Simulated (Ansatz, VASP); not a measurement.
# CaCu3C2: VASP beside Ansatz

INCAR

```
SYSTEM = CaCu3C2
PREC = Accurate
ENCUT = 520
EDIFF = 1E-6
ISMEAR = 0
SIGMA = 0.2
LREAL = .FALSE.
LASPH = .TRUE.
NELM = 100
ALGO = Fast
ISIF = 2
LWAVE = .FALSE.
LCHARG = .FALSE.
GGA = PE
NBANDS = 63
```

KPOINTS

```
Automatic mesh
0
G
  6 6 4
  0 0 0
```

Contents of POSCAR:

```
CaCu3C2
1.0
    5.1779623473      0.0000000000      0.0000000000
   -2.5889811736      4.4842469326      0.0000000000
    0.0000000000      0.0000000000      6.0929331440
Ca Cu C
2 6 4
Direct
    0.0000000000      0.0000000000      0.0000000000
    0.0000000000      0.0000000000      0.5000000000
    1.0000000000      0.5000000000      0.2500000000
    1.0000000000      0.5000000000      0.7500000000
    0.5000000000      0.5000000000      0.2500000000
    0.5000000000      0.5000000000      0.7500000000
    0.5000000000      0.0000000000      0.2500000000
    0.5000000000      0.0000000000      0.7500000000
    0.3333333333      0.6666666667      0.0000000000
    0.3333333333      0.6666666667      0.5000000000
    0.6666666667      0.3333333333      0.0000000000
    0.6666666667      0.3333333333      0.5000000000
```

Input for Ansatz:

```yaml
crystal:
  lattice:
    - [5.1779623473, 0.0, 0.0]
    - [-2.5889811736, 4.4842469326, 0.0]
    - [0.0, 0.0, 6.092933144]
  atoms:
    - { symbol: Ca, position: [0.0, 0.0, 0.0] }
    - { symbol: Ca, position: [0.0, 0.0, 0.5] }
    - { symbol: Cu, position: [1.0, 0.5, 0.25] }
    - { symbol: Cu, position: [1.0, 0.5, 0.75] }
    - { symbol: Cu, position: [0.5, 0.5, 0.25] }
    - { symbol: Cu, position: [0.5, 0.5, 0.75] }
    - { symbol: Cu, position: [0.5, 0.0, 0.25] }
    - { symbol: Cu, position: [0.5, 0.0, 0.75] }
    - { symbol: C, position: [0.3333333333, 0.6666666667, 0.0] }
    - { symbol: C, position: [0.3333333333, 0.6666666667, 0.5] }
    - { symbol: C, position: [0.6666666667, 0.3333333333, 0.0] }
    - { symbol: C, position: [0.6666666667, 0.3333333333, 0.5] }
basis:
  ecutwfc: 420
kpoints:
  mp_grid: { grid: [6, 6, 4] }
hamiltonian:
  xc: pbe
scf:
  occupations: { method: gaussian, width: 0.2 }
  lower_state_search: "off"
output:
  forces: true
  stress: true
  eigenvalues: true
```

Alike in both runs: task single point; functional PBE; k mesh 6 × 6 × 4; occupations gaussian, width 0.2 eV; no spin polarisation.

|  | VASP | Ansatz |
| --- | --- | --- |
| version | VASP 6.6.1 | Ansatz 0.2.0 |
| potentials or method | VASP PAW PBE potentials, release 64 (Ca_sv, Cu, C), cutoff 520 eV | scalar-relativistic, plane waves, PAW |
| valence electrons in the cell | 102 | 150 |

|  | VASP | Ansatz | Ansatz less VASP |
| --- | --- | --- | --- |
| gap on the k mesh at the Fermi level (eV) | none | none | - |
| pressure (GPa) | 0.6 | 0.0 | -0.57 |
| traceless stress, the component that is largest in VASP (GPa) | 0.79 | 0.62 | -0.172 |

A gap of «none» marks a metal or a gap that the smearing closes. VASP's potentials hold 102 valence electrons a cell and Ansatz's 150, so a difference there can come from the potentials and not from the codes.
